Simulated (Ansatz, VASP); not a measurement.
# Ca3Ru in VASP and in Ansatz

File INCAR:

```
PREC = Accurate
ENCUT = 520
EDIFF = 1E-6
ISMEAR = 0
SIGMA = 0.1
LREAL = False
LASPH = True
NELM = 80
ALGO = Normal
ISIF = 2
LWAVE = False
LCHARG = False
GGA = PE
NBANDS = 30
```

KPOINTS

```
regular mesh
0
Gamma
  4 4 4
```

Contents of POSCAR:

```
Ca3Ru
1.0
    4.5692899338      0.0000000000      0.0000000000
    0.0000000000      4.5692899338      0.0000000000
    0.0000000000      0.0000000000      4.5692899338
Ca Ru
3 1
Direct
    0.0000000000      0.5000000000      0.5000000000
    0.5000000000      0.0000000000      0.5000000000
    0.5000000000      0.5000000000      0.0000000000
    0.0000000000      0.0000000000      0.0000000000
```

Input for Ansatz:

```yaml
crystal:
  lattice:
    - [4.5692899338, 0.0, 0.0]
    - [0.0, 4.5692899338, 0.0]
    - [0.0, 0.0, 4.5692899338]
  atoms:
    - { symbol: Ca, position: [0.0, 0.5, 0.5] }
    - { symbol: Ca, position: [0.5, 0.0, 0.5] }
    - { symbol: Ca, position: [0.5, 0.5, 0.0] }
    - { symbol: Ru, position: [0.0, 0.0, 0.0] }
basis:
  ecutwfc: 420
kpoints:
  mp_grid: { grid: [4, 4, 4] }
hamiltonian:
  xc: pbe
scf:
  occupations: { method: gaussian, width: 0.1 }
  lower_state_search: "off"
output:
  forces: true
  stress: true
  eigenvalues: true
```

Alike in both runs: task single point; functional PBE; k mesh 4 × 4 × 4; occupations gaussian, width 0.1 eV; no spin polarisation.

|  | VASP | Ansatz |
| --- | --- | --- |
| version | VASP 6.6.1 | Ansatz 0.2.0 |
| potentials or method | VASP PAW PBE potentials, release 64 (Ca_sv, Ru_pv), cutoff 520 eV | scalar-relativistic, plane waves, PAW |
| valence electrons in the cell | 44 | 46 |

Ansatz gave:

| Property | Result |
| --- | --- |
| gap on the k mesh at the Fermi level (eV) | none |
| pressure (GPa) | 4.5 |

Question: Which values does VASP return?

Answer: gap on the k mesh at the Fermi level (eV): none; pressure (GPa): 4.6.

A gap of «none» marks a metal or a gap that the smearing closes. With one functional, cell and mesh, what is left measures potentials, basis and numerics. VASP's potentials hold 44 valence electrons a cell and Ansatz's 46, so a difference there can come from the potentials and not from the codes.
